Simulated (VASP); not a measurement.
**ScSi2: single point with PBE**

ScSi2:

```
CELL_PARAMETERS angstrom
0.00000 3.11182 3.11182
3.11182 0.00000 3.11182
3.11182 3.11182 0.00000
ATOMIC_POSITIONS crystal
Sc 0.00000 0.00000 0.00000
Si 0.25000 0.25000 0.25000
Si 0.75000 0.75000 0.75000
```

```
Program             : VASP 6.6.1
Task                : single point
Functional          : PBE
Potentials or basis : VASP PAW PBE potentials, release 64 (Sc_sv, Si)
Cutoff              : 500 eV
k mesh              : 6 × 6 × 6
Occupations         : gaussian, width 0.05 eV
Spin                : no spin polarisation
```

- Pressure: 0.1 GPa
- Band gap on the k mesh: zero (an odd number of electrons rules out a gap without spin polarisation)

Levels at points of the mesh, in eV from the Fermi level:
```csv
k point,band 7,band 8,band 9,band 10,band 11,band 12
"(0.00, 0.00, 0.00)",-2.73,-2.73,-2.73,1.02,1.02,3.25
"(0.50, 0.00, 0.00)",-2.03,-2.03,-0.41,-0.21,-0.21,0.69
"(0.50, 0.50, 0.00)",-4.90,-2.52,-2.52,0.73,0.73,0.73
```

Wall time 7.9 s on 1 thread of Intel(R) Xeon(R) 6975P-C (Granite Rapids) (shared host), peak memory 0.17 GiB.
